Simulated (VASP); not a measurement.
# SbAs (Stibarsen) (R-3m) in VASP: single point with LDA

Aim: the single point of SbAs (Stibarsen) with LDA.

Everything below comes from runs of VASP 6.6.1. Logs are shortened: lines on timing, memory, paths and dates and some standing lists are left out, and cuts for length are marked.

**1. The cell of the first run**

Symmetry: R-3m, No. 166, trigonal system. Conventional cell: a = 4.026 Å, b = 4.026 Å, c = 10.837 Å, α = 90.00°, β = 90.00°, γ = 120.00°. Within 3.9 Å of Sb (site symmetry -3m) lie 6 As at 2.94 Å. Within 3.9 Å of As (site symmetry -3m) lie 6 Sb at 2.94 Å.

**2. Single point, LDA**

INCAR reads:

```
ALGO = Normal ; EDIFF = 1E-6
ENCUT = 520 ; GGA = CA
ISIF = 2 ; ISMEAR = 0
LASPH = True ; LCHARG = True
LELF = True ; LREAL = False
LVHAR = True ; LWAVE = False
NBANDS = 12 ; NELM = 60
PREC = Accurate ; SIGMA = 0.1
```

KPOINTS reads:

```
k-points
0
Gamma
  7 7 7
```

POSCAR reads:

```
SbAs
1.0
    4.2954050000      0.0000000000      0.0000000000
    2.4091274673      3.5562071031      0.0000000000
    2.4091274673      1.2778454357      3.3186925141
Sb As
1 1
Direct
    0.5000000000      0.5000000000      0.5000000000
    0.0000000000      0.0000000000      0.0000000000
```

Potentials or basis: VASP PAW LDA potentials, release 64 (Sb, As).

Launch:

```sh
$ cat potpaw_LDA.64/Sb/POTCAR potpaw_LDA.64/As/POTCAR > POTCAR
$ mpirun -np 1 vasp_std > vasp.out
```

OUTCAR:

```text
EDIFF = 1E-6
   ENCUT = 520
   GGA = CA
   ISIF = 2
   ISMEAR = 0
   LASPH = True
   LREAL = False
   NELM = 60
   PREC = Accurate

 ion  position               nearest neighbor table
   1  0.500  0.500  0.500-   2 2.94   2 2.94   2 2.94   2 2.94   2 2.94   2 2.94
   2  0.000  0.000  0.000-   1 2.94   1 2.94   1 2.94   1 2.94   1 2.94   1 2.94

  LATTYP: Found a trigonal (rhomboedric) cell.
 ALAT       =     4.2954050000
 COS(alpha) =     0.5608615410

  Lattice vectors:

 A1 = (   4.2954050000,   0.0000000000,   0.0000000000)
 A2 = (   2.4091274673,   3.5562071031,   0.0000000000)
 A3 = (   2.4091274673,   1.2778454357,   3.3186925141)

Analysis of symmetry for initial positions (statically):
=====================================================================
 Subroutine PRICEL returns:
 Original cell was already a primitive cell.

 Routine SETGRP: Setting up the symmetry group for a
 trigonal (rhombohedral) supercell.

 Subroutine GETGRP returns: Found 12 space group operations
 (whereof 12 operations were pure point group operations)
 out of a pool of 12 trial point group operations.

The static configuration has the point symmetry D_3d.

Analysis of symmetry for dynamics (positions and initial velocities):
=====================================================================
 Subroutine PRICEL returns:
 Original cell was already a primitive cell.

 Routine SETGRP: Setting up the symmetry group for a
 trigonal (rhombohedral) supercell.

 Subroutine GETGRP returns: Found 12 space group operations
 (whereof 12 operations were pure point group operations)
 out of a pool of 12 trial point group operations.

The dynamic configuration has the point symmetry D_3d.

 Subroutine INISYM returns: Found 12 space group operations
 (whereof 12 operations are pure point group operations),
 and found     1 'primitive' translations

----------------------------------------------------------------------------------------

                                     Primitive cell

  volume of cell :      50.6942

  direct lattice vectors                    reciprocal lattice vectors
     4.295405000  0.000000000  0.000000000     0.232806918 -0.157713408 -0.108274021
     2.409127467  3.556207103  0.000000000     0.000000000  0.281198471 -0.108274021
     2.409127467  1.277845436  3.318692514     0.000000000  0.000000000  0.301323487

  length of vectors
     4.295405000  4.295405000  4.295405000     0.301323487  0.301323487  0.301323487

  position of ions in fractional coordinates (direct lattice)
     0.500000000  0.500000000  0.500000000
[... 88 lines left out ...]
   PSTRESS=    0.0 pullay stress
   NELECT =      10.0000    total number of electrons
   NUPDOWN=      -1.0000    fix difference up-down
   EMIN   =  10.00;   EMAX   =-10.00  energy-range for DOS
   EFERMI =   0.00;   METHOD = LEGACY
   ISMEAR =     0;   SIGMA  =   0.10  broadening in eV -4-tet -1-fermi 0-gaus
   EFERMI_NEDOS =   21; number of points for ismear=-14 and -15
   IALGO  =     38    algorithm
   IMIX   =      4    mixing-type and parameters
     AMIX     =   0.40;   BMIX     =  1.00
     AMIX_MAG =   1.60;   BMIX_MAG =  1.00
  volume/ion in A,a.u.               =      25.35       171.05
  Fermi-wavevector in a.u.,A,eV,Ry     =   0.952991  1.800892 12.356699  0.908192
  Thomas-Fermi vector in A             =   2.081605
   LORBIT       =      0    0 simple, 1 ext, 2 COOP (PROOUT), +10 PAW based schemes
   GGA     = CA    functional components
   LHFCALC =     F    Hartree Fock is set to
   AEXX    =    0.0000 exact exchange contribution
   IVDW    =     0    specifies the selected vdW correction
   LEPSILON=     F    determine dielectric tensor
   LRPA    =     F    only Hartree local field effects (RPA)
 non-spin polarized calculation
 Gauss-broadening in eV      SIGMA  =   0.10
  energy-cutoff  :      520.00
  volume of cell :       50.69
 maximum number of plane-waves:      1394
   NGX = 15   NGY = 15   NGZ = 15

 number of electron      10.0000000 magnetization

 Free energy of the ion-electron system (eV)
  ---------------------------------------------------
  ext. energy  EPLUGINS =         0.00000000
  ---------------------------------------------------
  free energy    TOTEN  =       -10.08438895 eV

  energy without entropy =      -10.08109253  energy(sigma->0) =      -10.08274074

 E-fermi :   6.2426     XC(G=0): -10.0480

 val. band max:        6.2150644116   @ k =   0.4286   0.0000   0.0000
 cond. band min:       6.3205598450   @ k =   0.4286   0.1429   0.1429
 fundamental gap:      0.1054954335
 Fermi energy:         6.2426274916

 k-point     1 :       0.0000    0.0000    0.0000
  band No.  band energies     occupation
      1      -7.0675      2.00000
      2       1.0387      2.00000
      3       3.8558      2.00000
      4       5.0333      2.00000
      5       5.0333      2.00000
      6       9.8027      0.00000
      7       9.8027      0.00000
      8      10.2382      0.00000
      9      11.0520      0.00000
     10      12.1678      0.00000
     11      12.1678      0.00000
     12      14.0090      0.00000
[... 331 lines left out ...]
 k-point    24 :       0.4286    0.2857    0.1429
  band No.  band energies     occupation
      1      -5.6381      2.00000
      2      -1.9361      2.00000
      3       2.6192      2.00000
      4       3.8494      2.00000
      5       5.0425      2.00000
      6       8.4300      0.00000
      7       9.2657      0.00000
      8      10.6233      0.00000
      9      11.3351      0.00000
     10      15.2257      0.00000
     11      15.6617      0.00000
     12      15.8788      0.00000

 [... further k-points ...]

------------------------ aborting loop because EDIFF is reached ----------------------------------------

  FORCE on cell =-STRESS in cart. coord.  units (eV):
  Direction    XX          YY          ZZ          XY          YZ          ZX
  --------------------------------------------------------------------------------------
  -------------------------------------------------------------------------------------
  Total       -2.1441066     -1.4711188     -1.3318288     -0.4967118     -0.1808750     -0.3410045
  in kB      -67.7639602    -46.4943470    -42.0921207    -15.6984532     -5.7165112    -10.7773630
  external PRESSURE =     -52.1168093 kB  Pullay stress =       0.0000000 kB

 VOLUME and BASIS-vectors are now :
 -----------------------------------------------------------------------------
  energy-cutoff  :      520.00
  volume of cell :       50.69
      direct lattice vectors                 reciprocal lattice vectors
     4.295405000  0.000000000  0.000000000     0.232806918 -0.157713408 -0.108274021
     2.409127467  3.556207103  0.000000000     0.000000000  0.281198471 -0.108274021
     2.409127467  1.277845436  3.318692514     0.000000000  0.000000000  0.301323487

 POSITION                                       TOTAL-FORCE (eV/Angst)
 -----------------------------------------------------------------------------------
      4.55683      2.41703      1.65935        -0.000000      0.000000      0.000000
      0.00000      0.00000      0.00000         0.000000      0.000000      0.000000
 -----------------------------------------------------------------------------------
    total drift:                               -0.000000      0.000000      0.000000

  FREE ENERGIE OF THE ION-ELECTRON SYSTEM (eV)
  ---------------------------------------------------
  free  energy   TOTEN  =       -10.0843889455 eV

  energy  without entropy=      -10.0810925299  energy(sigma->0) =      -10.08274074
```

OSZICAR:

```text
N       E                     dE             d eps       ncg     rms          rms(c)
DAV:   1     0.251295656548E+02    0.25130E+02   -0.37992E+03  1056   0.677E+02
DAV:   2    -0.850664456837E+01   -0.33636E+02   -0.32655E+02  1472   0.108E+02
DAV:   3    -0.101518798637E+02   -0.16452E+01   -0.15869E+01  1272   0.223E+01
DAV:   4    -0.101656889828E+02   -0.13809E-01   -0.13806E-01  1232   0.246E+00
DAV:   5    -0.101658013074E+02   -0.11232E-03   -0.11232E-03  1284   0.249E-01    0.292E+00
DAV:   6    -0.100871660943E+02    0.78635E-01   -0.38481E-01  1152   0.182E+00    0.174E+00
DAV:   7    -0.100857776322E+02    0.13885E-02   -0.19327E-02  1300   0.735E-01    0.734E-01
DAV:   8    -0.100844783946E+02    0.12992E-02   -0.19571E-03  1136   0.192E-01    0.999E-02
DAV:   9    -0.100843885566E+02    0.89838E-04   -0.55994E-04  1212   0.898E-02    0.452E-02
DAV:  10    -0.100843886787E+02   -0.12210E-06   -0.46145E-05  1236   0.347E-02    0.401E-03
DAV:  11    -0.100843889455E+02   -0.26680E-06   -0.17146E-06  1204   0.845E-03
   1 F= -.10084389E+02 E0= -.10082741E+02  d E =-.329642E-02
```

stdout:

```text
POSCAR found type information on POSCAR SbAs
 POSCAR found :  2 types and       2 ions
 scaLAPACK will be used
 LDA part: xc-table for (Slater(with rela. corr.)+CA(PZ))
 , standard interpolation
 POSCAR, INCAR and KPOINTS ok, starting setup
 FFT: planning ... GRIDC
 FFT: planning ... GRID_SOFT
 FFT: planning ... GRID
 WAVECAR not read
 entering main loop
```

Run time: 13 s. Hardware: 1 thread of Intel Xeon Platinum 8259CL at 2.50GHz (Skylake/Cascade Lake), shared host; peak memory 0.16 GiB.

What came out:

```yaml
Free_energy: -10.0844 eV
Pressure: -5.2 GPa
Band_gap_on_the_k_mesh: zero (band 5 reaches 6.55 eV, above the bottom of band 6 at 6.11 eV)
```

Caveat: spin-orbit coupling is left out, which moves the levels of the heavy elements.
